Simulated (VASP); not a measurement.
A run of VASP 6.6.1:

INCAR

```
SYSTEM = Na4TeC
PREC = Accurate
ENCUT = 600
EDIFF = 1E-7
ISMEAR = 0
SIGMA = 0.1
LREAL = .False.
LASPH = .True.
NELM = 80
ALGO = Normal
ISIF = 3
LWAVE = .False.
LCHARG = .False.
GGA = PE
IBRION = 2
NSW = 90
EDIFFG = -0.04
```

Contents of KPOINTS:

```
regular mesh
0
Gamma
  4 4 4
  0 0 0
```

POSCAR

```
Na4TeC
1.0
    4.8303937700      0.0000000000      0.0000000000
    0.0000000000      4.8303937700      0.0000000000
    0.0000000000      0.0000000000      6.8312083900
Na Te C
4 1 1
Direct
    0.5000000000      0.0000000000      0.2500000000
    0.0000000000      0.5000000000      0.7500000000
    0.5000000000      0.0000000000      0.7500000000
    0.0000000000      0.5000000000      0.2500000000
    0.5000000000      0.5000000000      0.5000000000
    0.0000000000      0.0000000000      0.0000000000
```

Potentials or basis: VASP PAW PBE potentials, release 64 (Na_pv, Te, C).

Launch:

```sh
$ cat potpaw_PBE.64/Na_pv/POTCAR potpaw_PBE.64/Te/POTCAR potpaw_PBE.64/C/POTCAR > POTCAR
$ mpirun -np 1 vasp_std > vasp.out
```

Hardware: 1 thread of Oxide Virtual Turin-like Processor, with other jobs on the host.

Q: Estimate the wall time of this run.

A: Wall time 8.1 min on 1 thread of Oxide Virtual Turin-like Processor (shared host), peak memory 0.31 GiB. Counts: scf iterations 67, k points 18, ion steps 6.
